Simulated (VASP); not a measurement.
# Sb (R-3m) in VASP: a series of runs

Runs on Sb. Level: PBE. Tasks: relaxation of shape and atoms at fixed volume.

Program: VASP 6.6.1. These are calculated values, not measurements. Logs are shortened: lines on timing, memory, paths and dates and some standing lists are left out, and cuts for length are marked.

### 1 The cell of the first run

It takes space group R-3m (No. 166, trigonal). Conventional cell: a = 4.331 Å, b = 4.331 Å, c = 11.412 Å, α = 90.00°, β = 90.00°, γ = 120.00°. Within 3.8 Å of Sb (site symmetry 3m) lie 6 Sb at 2.92 to 3.39 Å.

### 2 Relaxation of shape and atoms at fixed volume, PBE (volume scaled by 0.97)

The input, INCAR:

```
SYSTEM = Sb
PREC = Accurate
ENCUT = 600
EDIFF = 1E-6
ISMEAR = 0
SIGMA = 0.1
LREAL = .False.
LASPH = .True.
NELM = 100
ALGO = Normal
ISIF = 4
LWAVE = .False.
LCHARG = .False.
GGA = PE
IBRION = 2
NSW = 50
EDIFFG = -0.01
```

The input, KPOINTS:

```
Automatic mesh
0
Gamma
  12 12 12
  0 0 0
```

The input, POSCAR:

```
Sb
1.0
    2.1657040772      1.2503698320      3.8040491262
   -2.1657040772      1.2503698320      3.8040491262
    0.0000000000     -2.5007396640      3.8040491262
Sb
2
Direct
    0.2327487024      0.2327487024      0.2327487024
    0.7672512976      0.7672512976      0.7672512976
```

Potentials or basis: VASP PAW PBE potentials, release 64 (Sb).

Run with:

```bash
$ cat potpaw_PBE.64/Sb/POTCAR > POTCAR
$ mpirun -np 1 vasp_std > vasp.out
```

OUTCAR:

```text
SYSTEM = Sb
   PREC = Accurate
   ENCUT = 600
   EDIFF = 1E-6
   ISMEAR = 0
   LREAL = .False.
   LASPH = .True.
   NELM = 100
   ISIF = 4
   GGA = PE
   IBRION = 2
   NSW = 50
   EDIFFG = -0.01

 ion  position               nearest neighbor table
   1  0.233  0.233  0.233-   2 2.92   2 2.92   2 2.92   2 3.39   2 3.39   2 3.39
   2  0.767  0.767  0.767-   1 2.92   1 2.92   1 2.92   1 3.39   1 3.39   1 3.39

  LATTYP: Found a trigonal (rhomboedric) cell.
 ALAT       =     4.5524156907
 COS(alpha) =     0.5473688894

  Lattice vectors:

 A1 = (   2.1657040772,   1.2503698320,   3.8040491262)
 A2 = (  -2.1657040772,   1.2503698320,   3.8040491262)
 A3 = (   0.0000000000,  -2.5007396640,   3.8040491262)

Analysis of symmetry for initial positions (statically):
=====================================================================
 Subroutine PRICEL returns:
 Original cell was already a primitive cell.

 Routine SETGRP: Setting up the symmetry group for a
 trigonal (rhombohedral) supercell.

 Subroutine GETGRP returns: Found 12 space group operations
 (whereof 12 operations were pure point group operations)
 out of a pool of 12 trial point group operations.

The static configuration has the point symmetry D_3d.

Analysis of symmetry for dynamics (positions and initial velocities):
=====================================================================
 Subroutine PRICEL returns:
 Original cell was already a primitive cell.

 Routine SETGRP: Setting up the symmetry group for a
 trigonal (rhombohedral) supercell.

 Subroutine GETGRP returns: Found 12 space group operations
 (whereof 12 operations were pure point group operations)
 out of a pool of 12 trial point group operations.

The dynamic configuration has the point symmetry D_3d.

 Subroutine INISYM returns: Found 12 space group operations
 (whereof 12 operations are pure point group operations),
 and found     1 'primitive' translations

----------------------------------------------------------------------------------------

                                     Primitive cell

  volume of cell :      61.8066

  direct lattice vectors                    reciprocal lattice vectors
     2.165704077  1.250369832  3.804049126     0.230871801  0.133293896  0.087625928
    -2.165704077  1.250369832  3.804049126    -0.230871801  0.133293896  0.087625928
     0.000000000 -2.500739664  3.804049126     0.000000000 -0.266587793  0.087625928

  length of vectors
     4.552415691  4.552415691  4.552415691     0.280619590  0.280619590  0.280619590

  position of ions in fractional coordinates (direct lattice)
     0.232748702  0.232748702  0.232748702
     0.767251298  0.767251298  0.767251298

  ion indices of the primitive-cell ions
   primitive index   ion index
                 1           1
                 2           2

----------------------------------------------------------------------------------------

 KPOINTS: Automatic mesh

Automatic generation of k-mesh.
 Grid dimensions read from file:
 generate k-points for:   12   12   12

 Generating k-lattice:

  Cartesian coordinates                     Fractional coordinates (reciprocal lattice)
     0.019239317  0.011107825  0.007302161     0.083333333 -0.000000000  0.000000000
    -0.019239317  0.011107825  0.007302161    -0.000000000  0.083333333  0.000000000
     0.000000000 -0.022215649  0.007302161     0.000000000  0.000000000  0.083333333

  Length of vectors
     0.023384966  0.023384966  0.023384966

  Shift w.r.t. Gamma in fractional coordinates (k-lattice)
     0.000000000  0.000000000  0.000000000

 Subroutine IBZKPT returns following result:
 ===========================================

 Found    189 irreducible k-points:

 Following reciprocal coordinates:
            Coordinates               Weight
  0.000000  0.000000  0.000000      1.000000
  0.083333 -0.000000  0.000000      6.000000
  0.166667 -0.000000  0.000000      6.000000
  0.250000 -0.000000  0.000000      6.000000
  0.333333 -0.000000  0.000000      6.000000
  0.416667  0.000000 -0.000000      6.000000
[... 16 lines left out ...]
  0.500000  0.166667  0.000000     12.000000
 -0.416667  0.166667  0.000000     12.000000
 [... further k-points ...]
   k-points           NKPTS =    189   k-points in BZ     NKDIM =    189   number of bands    NBANDS=      9
   number of dos      NEDOS =    301   number of ions     NIONS =      2
   total plane-waves  NPLWV =  46656
   dimension x,y,z NGX =    36 NGY =   36 NGZ =   36
   dimension x,y,z NGXF=    72 NGYF=   72 NGZF=   72
   ions per type =               2
   NGX,Y,Z   is equivalent  to a cutoff of  13.15, 13.15, 13.15 a.u.
   NGXF,Y,Z  is equivalent  to a cutoff of  26.29, 26.29, 26.29 a.u.
 SYSTEM =  Sb
   PREC   = accura    normal or accurate (medium, high low for compatibility)
   ISTART =      0    job   : 0-new  1-cont  2-samecut
   ICHARG =      2    charge: 1-file 2-atom 10-const
   ISPIN  =      1    spin polarized calculation?
   LNONCOLLINEAR =      F non collinear calculations
   LSORBIT =      F    spin-orbit coupling
   LASPH  =      T    aspherical Exc in radial PAW
   ENCUT  =  600.0 eV  44.10 Ry    6.64 a.u.   9.09  9.09  9.09*2*pi/ulx,y,z
   NELM   =    100;   NELMIN=  2; NELMDL= -5     # of ELM steps
   EDIFF  = 0.1E-05   stopping-criterion for ELM
   LREAL  =      F    real-space projection
   EDIFFG = -.1E-01   stopping-criterion for IOM
   NSW    =     50    number of steps for IOM
   IBRION =      2    ionic relax: 0-MD 1-quasi-New 2-CG
   NFREE  =      1    steps in history (QN), initial steepest desc. (CG)
   ISIF   =      4    stress and relaxation
   ISYM   =      2    0-nonsym 1-usesym 2-fastsym
   POTIM  = 0.5000    time-step for ionic-motion
   TEBEG  =    0.0;   TEEND  =   0.0 temperature during run
   PSTRESS=    0.0 pullay stress
   NELECT =      10.0000    total number of electrons
   NUPDOWN=      -1.0000    fix difference up-down
   EMIN   =  10.00;   EMAX   =-10.00  energy-range for DOS
   EFERMI =   0.00;   METHOD = LEGACY
   ISMEAR =     0;   SIGMA  =   0.10  broadening in eV -4-tet -1-fermi 0-gaus
   EFERMI_NEDOS =   21; number of points for ismear=-14 and -15
   IALGO  =     38    algorithm
   IMIX   =      4    mixing-type and parameters
     AMIX     =   0.40;   BMIX     =  1.00
     AMIX_MAG =   1.60;   BMIX_MAG =  1.00
  volume/ion in A,a.u.               =      30.90       208.55
  Fermi-wavevector in a.u.,A,eV,Ry     =   0.892065  1.685758 10.827244  0.795780
  Thomas-Fermi vector in A             =   2.013966
   LORBIT       =      0    0 simple, 1 ext, 2 COOP (PROOUT), +10 PAW based schemes
   GGA     = PE    functional components
   LHFCALC =     F    Hartree Fock is set to
   AEXX    =    0.0000 exact exchange contribution
   IVDW    =     0    specifies the selected vdW correction
   LEPSILON=     F    determine dielectric tensor
   LRPA    =     F    only Hartree local field effects (RPA)
 conjugate gradient relaxation of ions
 non-spin polarized calculation
 Gauss-broadening in eV      SIGMA  =   0.10
  energy-cutoff  :      600.00
  volume of cell :       61.81
 maximum number of plane-waves:      2095
   NGX = 19   NGY = 19   NGZ = 19

--------------------------------------- Ionic step        1  -------------------------------------------

 number of electron      10.0000000 magnetization

 Free energy of the ion-electron system (eV)
  ---------------------------------------------------
  ext. energy  EPLUGINS =         0.00000000
  ---------------------------------------------------
  free energy    TOTEN  =        -8.26538373 eV

  energy without entropy =       -8.26481528  energy(sigma->0) =       -8.26509951

------------------------ aborting loop because EDIFF is reached ----------------------------------------

  FORCE on cell =-STRESS in cart. coord.  units (eV):
  Direction    XX          YY          ZZ          XY          YZ          ZX
  --------------------------------------------------------------------------------------
  -------------------------------------------------------------------------------------
  Total        0.7105350      0.7105350      0.5484228      0.0000000      0.0000000      0.0000000
  in kB       18.4187888     18.4187888     14.2164495      0.0000000      0.0000000      0.0000000
  external PRESSURE =      17.0180090 kB  Pullay stress =       0.0000000 kB
[... 165 lines left out ...]
  energy  without entropy=       -8.2698137719  energy(sigma->0) =       -8.27012423

--------------------------------------- Ionic step        6  -------------------------------------------

 number of electron      10.0000000 magnetization

 Free energy of the ion-electron system (eV)
  ---------------------------------------------------
  ext. energy  EPLUGINS =         0.00000000
  ---------------------------------------------------
  free energy    TOTEN  =        -8.27051318 eV

  energy without entropy =       -8.26991031  energy(sigma->0) =       -8.27021174

 E-fermi :   6.9469     XC(G=0):  -9.4373

 val. band max:        6.8496026289   @ k =   0.4167   0.0833   0.0833
 cond. band min:       6.9901837964   @ k =   0.3333   0.1667   0.1667
 fundamental gap:      0.1405811675
 Fermi energy:         6.9468713222

 k-point     1 :       0.0000    0.0000    0.0000
  band No.  band energies     occupation
      1      -5.5233      2.00000
      2       2.0783      2.00000
      3       5.0270      2.00000
      4       5.2260      2.00000
      5       5.2260      2.00000
      6       9.1483      0.00000
      7       9.6826      0.00000
      8       9.6826      0.00000
      9      12.0286      0.00000
[... 265 lines left out ...]
 k-point    24 :      -0.4167    0.1667    0.0000
  band No.  band energies     occupation
      1      -3.0748      2.00000
      2      -2.3879      2.00000
      3       3.3890      2.00000
      4       4.8471      2.00000
      5       5.3272      2.00000
      6       7.9152      0.00000
      7       8.2443      0.00000
      8      10.0112      0.00000
      9      13.5314      0.00000

 [... further k-points ...]
[... 5 lines left out ...]
  --------------------------------------------------------------------------------------
  -------------------------------------------------------------------------------------
  Total        0.3778422      0.3778422      0.3786083      0.0000000      0.0000000     -0.0000000
  in kB        9.7945858      9.7945858      9.8144454      0.0000000      0.0000000     -0.0000000
  external PRESSURE =       9.8012056 kB  Pullay stress =       0.0000000 kB
[... 17 lines left out ...]
  FREE ENERGIE OF THE ION-ELECTRON SYSTEM (eV)
  ---------------------------------------------------
  free  energy   TOTEN  =        -8.2705131831 eV

  energy  without entropy=       -8.2699103051  energy(sigma->0) =       -8.27021174

 reached required accuracy - stopping structural energy minimisation
```

It took 1.8 min on 1 thread of Intel Xeon 6975P-C (Granite Rapids), shared host; peak memory 0.29 GiB.

Results:

| Quantity | Value |
| --- | --- |
| Free energy | -8.2705 eV |
| Energy gained by relaxing | 2.6 meV/atom |
| Ionic steps | 6 |
| Pressure after relaxing | 1.0 GPa |
| Band gap on the k mesh | zero (band 5 reaches 6.99 eV, above the bottom of band 6 at 6.78 eV) |

Step by step:
| step | energy change (eV) | largest force (eV/Å) | pressure (GPa) | volume (Å³) |
| --- | --- | --- | --- | --- |
| 1 | 0.0000 | 0.1954 | 1.70 | 61.81 |
| 2 | -0.0032 | 0.1022 | 1.41 | 61.81 |
| 3 | -0.0047 | 0.0402 | 0.96 | 61.81 |
| 4 | -0.0048 | 0.0195 | 1.03 | 61.81 |
| 5 | -0.0051 | 0.0090 | 1.00 | 61.81 |
| 6 | -0.0051 | 0.0004 | 0.98 | 61.81 |

Final structure:
```
Sb
1.0
     2.17856    1.25779    3.75928
    -2.17856    1.25779    3.75928
     0.00000   -2.51559    3.75928
Sb
2
Direct
  0.23471 0.23471 0.23471
  0.76529 0.76529 0.76529
```

Caveat: the cell differs from its parent crystal (volume scaled by 0.97); spin-orbit coupling is left out, which moves the levels of the heavy elements.

(Continued in part 2 of 2.)
